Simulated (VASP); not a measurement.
# Li2S (Fm-3m) in VASP: further runs, part 2 of 2

VASP 6.6.1. Earlier steps stand in the parts before.

### Step 4. Single point, PBE

This run uses another cell than the first one, of 11.65 Å³/atom.

INCAR

```
SYSTEM = Li2S
  ALGO = Normal
  EDIFF = 1E-6
  ENCUT = 750
  GGA = PE
  GGA_COMPAT = .FALSE.
  ISIF = 2
  ISMEAR = 0
  LASPH = .TRUE.
  LCHARG = .FALSE.
  LREAL = .FALSE.
  LWAVE = .FALSE.
  NBANDS = 13
  NELM = 120
  PREC = Accurate
  SIGMA = 0.01
```

KPOINTS

```
k-points
0
G
  6 6 6
  0 0 0
```

POSCAR

```
Li2S
1.0
    0.0000000000      2.5949500563      2.5949500563
    2.5949500563      0.0000000000      2.5949500563
    2.5949500563      2.5949500563      0.0000000000
Li S
2 1
Direct
    0.2500000000      0.2500000000      0.2500000000
    0.7500000000      0.7500000000      0.7500000000
    0.0000000000      0.0000000000      0.0000000000
```

Potentials or basis: VASP PAW PBE potentials, release 64 (Li_sv, S).

The run is started by

```console
$ cat potpaw_PBE.64/Li_sv/POTCAR potpaw_PBE.64/S/POTCAR > POTCAR
$ mpirun -np 1 vasp_std > vasp.out
```

OUTCAR:

```text
SYSTEM = Li2S
   EDIFF = 1E-6
   ENCUT = 750
   GGA = PE
   ISIF = 2
   ISMEAR = 0
   LASPH = .TRUE.
   LREAL = .FALSE.
   NELM = 120
   PREC = Accurate

 ion  position               nearest neighbor table
   1  0.250  0.250  0.250-   3 2.25   3 2.25   3 2.25   3 2.25   2 2.59   2 2.59   2 2.59   2 2.59
                             2 2.59   2 2.59
   2  0.750  0.750  0.750-   3 2.25   3 2.25   3 2.25   3 2.25   1 2.59   1 2.59   1 2.59   1 2.59
                             1 2.59   1 2.59
   3  0.000  0.000  0.000-   2 2.25   2 2.25   2 2.25   1 2.25   2 2.25   1 2.25   1 2.25   1 2.25

  LATTYP: Found a face centered cubic cell.
 ALAT       =     5.1899001126

  Lattice vectors:

 A1 = (   0.0000000000,   2.5949500563,   2.5949500563)
 A2 = (   2.5949500563,   0.0000000000,   2.5949500563)
 A3 = (   2.5949500563,   2.5949500563,   0.0000000000)

Analysis of symmetry for initial positions (statically):
=====================================================================
 Subroutine PRICEL returns:
 Original cell was already a primitive cell.

 Routine SETGRP: Setting up the symmetry group for a
 face centered cubic supercell.

 Subroutine GETGRP returns: Found 48 space group operations
 (whereof 48 operations were pure point group operations)
 out of a pool of 48 trial point group operations.

The static configuration has the point symmetry O_h .

Analysis of symmetry for dynamics (positions and initial velocities):
=====================================================================
 Subroutine PRICEL returns:
 Original cell was already a primitive cell.

 Routine SETGRP: Setting up the symmetry group for a
 face centered cubic supercell.

 Subroutine GETGRP returns: Found 48 space group operations
 (whereof 48 operations were pure point group operations)
 out of a pool of 48 trial point group operations.

The dynamic configuration has the point symmetry O_h .

 Subroutine INISYM returns: Found 48 space group operations
 (whereof 48 operations are pure point group operations),
 and found     1 'primitive' translations
[... 118 lines left out ...]
   LRPA    =     F    only Hartree local field effects (RPA)
 non-spin polarized calculation
 Gauss-broadening in eV      SIGMA  =   0.01
  energy-cutoff  :      750.00
  volume of cell :       34.95
 maximum number of plane-waves:      1660
 NGX is ok and might be reduce to    36
   NGX = 17   NGY = 17   NGZ = 17

 number of electron      11.9999998 magnetization

 Free energy of the ion-electron system (eV)
  ---------------------------------------------------
  ext. energy  EPLUGINS =         0.00000000
  ---------------------------------------------------
  free energy    TOTEN  =       -11.42454549 eV

  energy without entropy =      -11.42454549  energy(sigma->0) =      -11.42454549

 E-fermi :   3.6678     XC(G=0):  -9.6192

 val. band max:        3.5048597221   @ k =   0.0000   0.0000   0.0000
 cond. band min:       6.5669270960   @ k =   0.5000   0.5000   0.0000
 fundamental gap:      3.0620673739
 Fermi energy:         3.6678229703

 k-point     1 :       0.0000    0.0000    0.0000
  band No.  band energies     occupation
      1     -40.3470      2.00000
      2     -40.2242      2.00000
      3      -8.3977      2.00000
      4       3.5049      2.00000
      5       3.5049      2.00000
      6       3.5049      2.00000
      7       9.3910      0.00000
      8       9.7294      0.00000
      9       9.7295      0.00000
     10       9.7295      0.00000
     11      15.3678      0.00000
     12      15.3678      0.00000
     13      17.3371      0.00000
[... 226 lines left out ...]
  band No.  band energies     occupation
      1     -40.2908      2.00000
      2     -40.2707      2.00000
      3      -7.5118      2.00000
      4       0.8595      2.00000
      5       0.9759      2.00000
      6       1.2153      2.00000
      7       8.2846      0.00000
      8      12.3055      0.00000
      9      13.0568      0.00000
     10      14.8361      0.00000
     11      17.3071      0.00000
     12      17.3231      0.00000
     13      18.6182      0.00000

------------------------ aborting loop because EDIFF is reached ----------------------------------------

  FORCE on cell =-STRESS in cart. coord.  units (eV):
  Direction    XX          YY          ZZ          XY          YZ          ZX
  --------------------------------------------------------------------------------------
  -------------------------------------------------------------------------------------
  Total        4.3513568      4.3513568      4.3513568      0.0000000      0.0000000      0.0000000
  in kB      199.4886870    199.4886870    199.4886870      0.0000000      0.0000000      0.0000000
  external PRESSURE =     199.4886870 kB  Pullay stress =       0.0000000 kB

 VOLUME and BASIS-vectors are now :
 -----------------------------------------------------------------------------
  energy-cutoff  :      750.00
  volume of cell :       34.95
      direct lattice vectors                 reciprocal lattice vectors
     0.000000000  2.594950056  2.594950056    -0.192681936  0.192681936  0.192681936
     2.594950056  0.000000000  2.594950056     0.192681936 -0.192681936  0.192681936
     2.594950056  2.594950056  0.000000000     0.192681936  0.192681936 -0.192681936

 POSITION                                       TOTAL-FORCE (eV/Angst)
 -----------------------------------------------------------------------------------
      1.29748      1.29748      1.29748         0.000000      0.000000      0.000000
      3.89243      3.89243      3.89243        -0.000000     -0.000000     -0.000000
      0.00000      0.00000      0.00000        -0.000000      0.000000     -0.000000
 -----------------------------------------------------------------------------------
    total drift:                                0.000000      0.000000      0.000000

  FREE ENERGIE OF THE ION-ELECTRON SYSTEM (eV)
  ---------------------------------------------------
  free  energy   TOTEN  =       -11.4245454916 eV

  energy  without entropy=      -11.4245454916  energy(sigma->0) =      -11.42454549
```

stdout:

```text
POSCAR found type information on POSCAR LiS
 POSCAR found :  2 types and       3 ions
 scaLAPACK will be used
 LDA part: xc-table for (Slater+PW92), standard interpolation
 POSCAR, INCAR and KPOINTS ok, starting setup
 FFT: planning ... GRIDC
 FFT: planning ... GRID_SOFT
 FFT: planning ... GRID
 WAVECAR not read
 entering main loop
```

Wall time 14 s (1 thread of Intel Xeon Platinum 8559C (Emerald Rapids), shared host); peak memory 0.19 GiB.

Results:

* Free energy: -11.4245 eV
* Pressure: 19.9 GPa
* Band gap on the k mesh: 3.06 eV (least direct gap 5.15 eV)

Levels at points of the mesh, in eV from the valence-band top:
| k point | band 2 | band 3 | band 4 | band 5 | band 6 | band 7 | band 8 | band 9 | band 10 | band 11 |
| --- | --- | --- | --- | --- | --- | --- | --- | --- | --- | --- |
| (0.00, 0.00, 0.00) | -43.73 | -11.90 | 0.00 | 0.00 | 0.00 | 5.89 | 6.22 | 6.22 | 6.22 | 11.86 |
| (0.50, 0.00, 0.00) | -43.79 | -11.22 | -3.93 | -0.75 | -0.75 | 6.58 | 6.58 | 7.52 | 9.83 | 14.11 |
| (0.50, 0.50, 0.00) | -43.77 | -11.04 | -2.81 | -2.09 | -2.09 | 3.06 | 7.83 | 13.30 | 13.30 | 13.69 |

Caveat: the cell stands under pressure.

### Step 5. Single point, PBE

This run uses another cell than the first one, of 12.99 Å³/atom.

INCAR

```
SYSTEM = Li2S
PREC     = Accurate       ! precision mode
ENCUT    = 750            ! plane-wave cutoff, eV
EDIFF    = 1E-6           ! SCF threshold, eV
ISMEAR   = 0              ! smearing method
SIGMA    = 0.01           ! smearing width, eV
LREAL    = .FALSE.        ! projectors in reciprocal space
LASPH    = .TRUE.         ! aspherical terms in the spheres
NELM     = 120            ! most SCF steps
ALGO     = Normal         ! electronic algorithm
ISIF     = 2              ! what is computed and relaxed
LWAVE    = .FALSE.        ! write WAVECAR
LCHARG   = .FALSE.        ! write CHGCAR
GGA      = PE             ! functional
NBANDS   = 13             ! bands
GGA_COMPAT= .FALSE.
```

KPOINTS

```
Automatic mesh
0
G
  6 6 6
  0 0 0
```

POSCAR

```
Li2S
1.0
    0.0000000000      2.6909902704      2.6909902704
    2.6909902704      0.0000000000      2.6909902704
    2.6909902704      2.6909902704      0.0000000000
Li S
2 1
Direct
    0.2500000000      0.2500000000      0.2500000000
    0.7500000000      0.7500000000      0.7500000000
    0.0000000000      0.0000000000      0.0000000000
```

The run is started by

```console
$ cat potpaw_PBE.64/Li_sv/POTCAR potpaw_PBE.64/S/POTCAR > POTCAR
$ mpirun -np 1 vasp_std > vasp.out
```

Wall time 16 s (1 thread of Intel Xeon Platinum 8559C (Emerald Rapids), shared host); peak memory 0.19 GiB.

Results (log left out):

```
Free energy            : -11.7933 eV
Pressure               : 9.9 GPa
Band gap on the k mesh : 3.23 eV (least direct gap 5.02 eV)
```

Levels at points of the mesh, in eV from the valence-band top:
```tsv
k point	band 2	band 3	band 4	band 5	band 6	band 7	band 8	band 9	band 10	band 11
(0.00, 0.00, 0.00)	-43.84	-11.53	0.00	0.00	0.00	5.21	6.26	6.26	6.26	11.61
(0.50, 0.00, 0.00)	-43.88	-10.95	-3.48	-0.65	-0.65	6.62	6.62	6.95	9.27	13.70
(0.50, 0.50, 0.00)	-43.86	-10.79	-2.54	-1.80	-1.80	3.23	7.55	12.40	12.40	13.22
```

Caveat: the cell stands under pressure. As with any semilocal functional, this PBE gap is likely too small.

### Step 6. Overview

| cell | gap on the mesh (eV) | pressure (GPa) |
| --- | --- | --- |
| a = 3.572 Å, angles 60.0°, 3 atoms | 2.91 | 30.1 |
| a = 3.496 Å, angles 60.0°, 3 atoms | 2.76 | 40.2 |
| a = 3.670 Å, angles 60.0°, 3 atoms | 3.06 | 19.9 |
| a = 3.806 Å, angles 60.0°, 3 atoms | 3.23 | 9.9 |

Alike in all rows: task single point; level PBE; potentials or basis VASP PAW PBE potentials, release 64 (Li_sv, S); no spin polarisation; k mesh 6 × 6 × 6; cutoff (eV) 750; smearing gaussian 0.01 eV.

Caveats: the cell stands under pressure.

Absolute energies hang on the potentials; compare differences alone.
